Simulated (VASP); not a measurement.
A run of VASP 6.6.1:

The input INCAR:

```
PREC = Accurate ; ENCUT = 400
EDIFF = 1E-6 ; ISMEAR = 1
SIGMA = 0.02 ; LREAL = F
LASPH = T ; NELM = 120
ALGO = Normal ; ISIF = 2
LWAVE = F ; LCHARG = F
GGA = PE ; NBANDS = 20
GGA_COMPAT = F
```

File KPOINTS:

```
Automatic mesh
0
Gamma
  1 1 1
```

POSCAR

```
Nb
1.0
    8.0000000000      0.0000000000      0.0000000000
    0.0000000000      8.3000000000      0.0000000000
    0.0000000000      0.0000000000      8.6000000000
Nb
2
Direct
    0.5000000000      0.4819280000      0.3430230000
    0.5000000000      0.4819280000      0.5872090000
```

Potentials or basis: VASP PAW PBE potentials, release 64 (Nb_sv).

Launch:

```sh
$ cat potpaw_PBE.64/Nb_sv/POTCAR > POTCAR
$ mpirun -np 1 vasp_gam > vasp.out
```

Hardware: 1 thread of Intel(R) Xeon(R) 6975P-C (Granite Rapids), on a shared host.

Problem. Estimate the wall time of this run.

Solution. Wall time 18 s on 1 thread of Intel(R) Xeon(R) 6975P-C (Granite Rapids) (shared host), peak memory 0.36 GiB. Counts: scf iterations 17, k points 1.
